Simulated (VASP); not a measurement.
Set up this calculation in VASP 6.6.1, as the native input.

- Task: single point
- Functional: r2SCAN
- Potentials or basis: VASP PAW PBE potentials, release 64 (Sc_sv, Al)
- Cutoff: 520 eV
- k mesh: 6 × 6 × 3
- Occupations: gaussian, width 0.2 eV
- Spin: no spin polarisation
- Dipole correction: no
- Further INCAR settings: ALGO = Normal; EDIFF = 1e-07; NBANDS = 34

Sc2Al:

```xyz
6
Lattice="4.8926 0.0000 0.0000 -2.4463 4.2371 0.0000 0.0000 0.0000 6.1614" Properties=species:S:1:pos:R:3 pbc="T T T"
Sc    0.0000    0.0000    0.0000
Sc    0.0000    0.0000    3.0807
Sc    0.0000    2.8248    4.6211
Sc    2.4463    1.4124    1.5404
Al    0.0000    2.8248    1.5404
Al    2.4463    1.4124    4.6211
```

These files were run (other wordings do the same):

POSCAR

```
Sc2Al
1.0
    4.8926114005      0.0000000000      0.0000000000
   -2.4463057002      4.2371257637      0.0000000000
    0.0000000000      0.0000000000      6.1614205700
Sc Al
4 2
Direct
    0.0000000000      0.0000000000      0.0000000000
    0.0000000000      0.0000000000      0.5000000000
    0.3333333333      0.6666666667      0.7500000000
    0.6666666667      0.3333333333      0.2500000000
    0.3333333333      0.6666666667      0.2500000000
    0.6666666667      0.3333333333      0.7500000000
```

INCAR.step1

```
PREC = Accurate
ENCUT = 520
ISMEAR = 0
SIGMA = 0.2
LREAL = False
LASPH = True
NELM = 100
NBANDS = 34
GGA = PE
ALGO = Normal
EDIFF = 1E-4
LWAVE = True
LCHARG = False
```

INCAR.step2

```
PREC = Accurate
ENCUT = 520
EDIFF = 1E-7
ISMEAR = 0
SIGMA = 0.2
LREAL = False
LASPH = True
NELM = 100
ALGO = Normal
ISIF = 2
LWAVE = False
LCHARG = False
METAGGA = R2SCAN
LMIXTAU = True
NBANDS = 34
ISTART = 1
```

KPOINTS

```
Automatic mesh
0
Gamma
  6 6 3
```

Potentials or basis: VASP PAW PBE potentials, release 64 (Sc_sv, Al).

Launch:

```console
$ cat potpaw_PBE.64/Sc_sv/POTCAR potpaw_PBE.64/Al/POTCAR > POTCAR
$ cp INCAR.step1 INCAR
$ mpirun -np 1 vasp_std > vasp.out
$ cp INCAR.step2 INCAR
$ mpirun -np 1 vasp_std > vasp.out
```

Results of the run:

```yaml
Pressure: 0.1 GPa
Band_gap_on_the_k_mesh: zero (band 25 reaches 5.21 eV, above the bottom of band 26 at 4.57 eV)
```

Caveat: the PAW data sets were made with another functional, which shifts forces and pressure a little.

Wall time 110 s on 1 thread of Intel(R) Xeon(R) 6975P-C (Granite Rapids) (shared host), peak memory 0.26 GiB.
